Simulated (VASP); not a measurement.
A run of VASP 6.6.1 is set up as follows.

The input INCAR:

```
SYSTEM = Re
PREC = Accurate
ENCUT = 520
EDIFF = 1E-6
ISMEAR = -1
SIGMA = 0.1
LREAL = .False.
LASPH = .True.
NELM = 100
ALGO = Normal
ISIF = 2
LWAVE = .False.
LCHARG = .False.
GGA = B5
ALDAX = 1.0
AGGAX = 1.0
AGGAC = 1.0
ALDAC = 0.0
NBANDS = 18
```

Contents of KPOINTS:

```
regular mesh
0
Gamma
  9 9 13
  0 0 0
```

Contents of POSCAR:

```
Re
1.0
    4.6029593904      0.0000000000      0.0000000000
   -2.3014796952      3.9862797647      0.0000000000
    0.0000000000      0.0000000000      2.8946580370
Re
3
Direct
    1.0000000000      1.0000000000      1.0000000000
    0.3333333333      0.6666666667      0.5000000000
    0.6666666667      0.3333333333      0.5000000000
```

Potentials or basis: VASP PAW PBE potentials, release 64 (Re).

The run is started by

```bash
$ cat potpaw_PBE.64/Re/POTCAR > POTCAR
$ mpirun -np 1 vasp_std > vasp.out
```

Q: What does it give for the pressure?

A: -26.3 GPa.

Stress tensor (GPa, compression positive):
```
-27.45   0.00   0.00
  0.00 -27.45   0.00
  0.00   0.00 -23.90
```

Caveat: the PAW data sets were made with another functional, which shifts forces and pressure a little.
